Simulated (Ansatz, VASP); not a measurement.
# Pt: VASP beside Ansatz

File INCAR:

```
SYSTEM = Pt
PREC = Accurate ; ENCUT = 520
EDIFF = 1E-8 ; ISMEAR = -1
SIGMA = 0.03 ; LREAL = .False.
LASPH = .True. ; NELM = 100
ALGO = Normal ; ISIF = 2
LWAVE = .False. ; LCHARG = .False.
LEFG = .True. ; NBANDS = 11
```

File KPOINTS:

```
regular mesh
0
Gamma
  18 18 18
  0 0 0
```

File POSCAR:

```
Pt
1.0
    0.0000000000      1.9579000000      1.9579000000
    1.9579000000      0.0000000000      1.9579000000
    1.9579000000      1.9579000000      0.0000000000
Pt
1
Direct
    0.0000000000      0.0000000000      0.0000000000
```

Input for Ansatz:

```yaml
crystal:
  lattice:
    - [0.0, 1.9579, 1.9579]
    - [1.9579, 0.0, 1.9579]
    - [1.9579, 1.9579, 0.0]
  atoms:
    - { symbol: Pt, position: [0.0, 0.0, 0.0] }
kpoints:
  mp_grid: { grid: [18, 18, 18] }
  band_path:
    path:
      - [0.0, 0.0, 0.0]
      - [0.5, 0.0, 0.5]
      - [0.625, 0.25, 0.625]
      - [0.375, 0.375, 0.75]
      - [0.0, 0.0, 0.0]
      - [0.5, 0.5, 0.5]
      - [0.5, 0.25, 0.75]
      - [0.5, 0.0, 0.5]
    npoints: 5
scf:
  occupations: { method: fermi_dirac, width: 0.03 }
hamiltonian:
  xc: lda
  pseudopotentials: { kind: paw }
output:
  forces: true
  stress: true
  eigenvalues: true
  efg: { contact_densities: true }
```

Alike in both runs: task electric field gradients; functional LDA; k mesh 18 × 18 × 18; occupations fermi-dirac, width 0.03 eV; no spin polarisation.

```csv
,VASP,Ansatz
version,VASP 6.6.1,Ansatz 0.2.0
potentials or method,"VASP PAW LDA potentials, release 64 (Pt)","PAW with Ansatz's default frozen-core files, scalar-relativistic"
plane-wave cutoff (eV),520,420
valence electrons in the cell,10,18
```

VASP gave:

```
pressure (GPa) : -4.3
```

Question: Estimate Ansatz's values.

Answer: Pressure (GPa): -5.0.

LDA's correlation is that of Perdew and Zunger in VASP and of Perdew and Wang (1992) in Ansatz. VASP's potentials hold 10 valence electrons a cell and Ansatz's 18, so a difference there can come from the potentials and not from the codes.

Spin-orbit coupling is off throughout.
